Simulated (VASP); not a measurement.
The system is Al3Ge2Ru.

```
Al Ge Ru
1.0
     3.75791    0.00000    0.00000
     0.00000    3.75791    0.00000
     0.00000    0.00000    6.88989
Al Ge Ru
3 2 1
Direct
  0.50000 0.50000 0.13211
  0.50000 0.00000 0.02690
  0.00000 0.50000 0.02690
  0.00000 0.00000 0.80570
  0.50000 0.50000 0.80832
  0.00000 0.00000 0.32247
```

The cell was generated, and may not be a known phase.

| Item | Value |
| --- | --- |
| Program | VASP 6.6.1 |
| Task | relaxation of cell and atoms |
| Functional | PBE |
| Potentials or basis | VASP PAW PBE potentials, release 64 (Al, Ge_d, Ru_pv) |
| Cutoff | 600 eV |
| k mesh | 4 × 4 × 4 |
| Occupations | gaussian, width 0.1 eV |
| Spin | no spin polarisation |

At the start: pressure 49.0 GPa; volume 16.22 Å³/atom.

Task: How do energy, volume and symmetry change on relaxing?

Result: Over 40 steps the energy falls by 2247.0 meV/atom and the volume is 16.74 Å³/atom (+3.2 %); space group P4mm (No. 99, to 0.1 Å) before and after.

The path:
```csv
step,energy change (eV),largest force (eV/Å),pressure (GPa),volume (Å³)
1,0.0000,16.1961,49.00,97.30
2,-5.8062,2.3038,-13.73,184.44
3,-8.7236,3.1442,-6.71,139.24
4,-8.7328,3.2913,-7.10,138.06
5,-7.2849,7.6218,8.95,116.53
6,-8.7684,3.5041,-6.51,136.26
7,-8.7872,3.7101,-5.78,134.91
8,-10.1408,3.2758,-3.93,124.08
9,-11.1509,3.3647,18.80,94.73
10,-11.3762,2.8215,7.18,103.86
11,-12.2620,1.6084,0.80,106.69
12,-12.6080,1.0394,-2.85,109.78
13,-12.7129,1.3342,-0.75,105.94
14,-12.7188,1.4066,0.00,105.00
15,-12.8722,1.1263,0.39,102.81
16,-12.9337,1.6324,5.49,96.42
17,-13.0056,0.8264,1.51,100.30
18,-13.0461,0.6198,3.02,98.34
19,-13.1452,0.9898,1.88,98.84
20,-13.1575,1.3923,1.70,99.03
21,-13.2664,0.8546,0.01,100.35
22,-13.3226,0.5019,-1.70,101.45
23,-13.3295,0.5457,-1.77,101.95
24,-13.3583,0.5276,-0.19,100.57
25,-13.3810,0.5253,0.93,99.61
26,-13.4038,0.3542,0.84,99.70
27,-13.4285,0.1821,0.75,99.95
28,-13.4308,0.0934,-0.71,101.18
29,-13.4314,0.1242,-0.20,100.79
30,-13.4792,0.0611,-0.05,100.69
31,-13.4792,0.0612,-0.04,100.69
32,-13.4793,0.0659,-0.12,100.71
33,-13.4797,0.0566,0.03,100.63
34,-13.4798,0.0788,0.07,100.57
35,-13.4803,0.0640,0.06,100.59
36,-13.4814,0.0557,-0.04,100.66
37,-13.4813,0.0637,-0.23,100.79
38,-13.4817,0.0612,-0.14,100.72
39,-13.4819,0.0478,-0.05,100.62
40,-13.4820,0.0282,0.19,100.45
```

Final structure:
```xyz
6
Lattice="3.9027 0.0000 0.0000 0.0000 3.9027 0.0000 0.0000 0.0000 6.5949" Properties=species:S:1:pos:R:3 pbc="T T T"
Al    1.9514    1.9514    2.4384
Al    1.9514    0.0000    0.2109
Al    0.0000    1.9514    0.2109
Ge    3.9027    0.0000    4.3274
Ge    1.9514    1.9514    5.0078
Ru    0.0000    0.0000    1.8015
```

Caveat: the k points lie up to 0.40 Å⁻¹ apart in the final cell, too coarse for converged energies and pressures of a metal.
